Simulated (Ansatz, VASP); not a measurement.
WS2: VASP beside Ansatz

The input POSCAR:

```
WS2
1.0
    3.0220406321      0.0000000000      0.0000000000
   -1.5110203161      2.6171639587      0.0000000000
    0.0000000000      0.0000000000     16.5269715034
W S
1 2
Direct
    0.3333333333      0.6666666667      0.0000000000
    0.6666666667      0.3333333333      0.9080224902
    0.6666666667      0.3333333333      0.0919775098
```

File INCAR.step1:

```
SYSTEM = WS2
  PREC = Accurate
  ENCUT = 520
  ISMEAR = 0
  SIGMA = 0.05
  LREAL = .FALSE.
  LASPH = .TRUE.
  NELM = 100
  NBANDS = 20
  GGA = PE
  ALGO = Normal
  EDIFF = 1E-4
  LWAVE = .TRUE.
  LCHARG = .FALSE.
```

Contents of INCAR.step2:

```
SYSTEM = WS2
  PREC = Accurate
  ENCUT = 520
  EDIFF = 1E-6
  ISMEAR = 0
  SIGMA = 0.05
  LREAL = .FALSE.
  LASPH = .TRUE.
  NELM = 100
  ALGO = Normal
  ISIF = 2
  LWAVE = .FALSE.
  LCHARG = .FALSE.
  METAGGA = R2SCAN
  LMIXTAU = .TRUE.
  NBANDS = 20
  ISTART = 1
```

Contents of KPOINTS:

```
regular mesh
0
G
  12 12 2
  0 0 0
```

Input for Ansatz:

```yaml
crystal:
  lattice:
    - [3.0220406321, 0.0, 0.0]
    - [-1.5110203161, 2.6171639587, 0.0]
    - [0.0, 0.0, 16.5269715034]
  atoms:
    - { symbol: W, position: [0.3333333333, 0.6666666667, 0.0] }
    - { symbol: S, position: [0.6666666667, 0.3333333333, 0.9080224902] }
    - { symbol: S, position: [0.6666666667, 0.3333333333, 0.0919775098] }
basis:
  ecutwfc: 500
kpoints:
  mp_grid: { grid: [12, 12, 2] }
hamiltonian:
  xc: r2scan
scf:
  occupations: { method: gaussian, width: 0.05 }
output:
  forces: true
  stress: true
  eigenvalues: true
```

Change from the starting cell: strain -0.050 along x and y, -0.025 along z, atoms carried along.

Alike in both runs: task single point; functional r2SCAN; k mesh 12 × 12 × 2; occupations gaussian, width 0.05 eV; no spin polarisation.

|  | VASP | Ansatz |
| --- | --- | --- |
| version | VASP 6.6.1 | Ansatz 0.2.0 |
| potentials or method | VASP PAW PBE potentials, release 64 (W_sv, S), cutoff 520 eV | scalar-relativistic, plane waves, PAW |
| valence electrons in the cell | 26 | 26 |

VASP gave:

* gap on the k mesh at the Fermi level (eV): 2.35
* least direct gap on the mesh (eV): 2.47
* rms of the force components (eV/Å): 1.138

Problem. Which values does Ansatz return?

Solution. gap on the k mesh at the Fermi level (eV): 2.36; least direct gap on the mesh (eV): 2.47; rms of the force components (eV/Å): 1.123.

VASP's potentials were made for PBE, not for r2SCAN. Atom by atom the forces differ by 0.015 eV/Å (rms over components).

Spin-orbit coupling is off throughout.
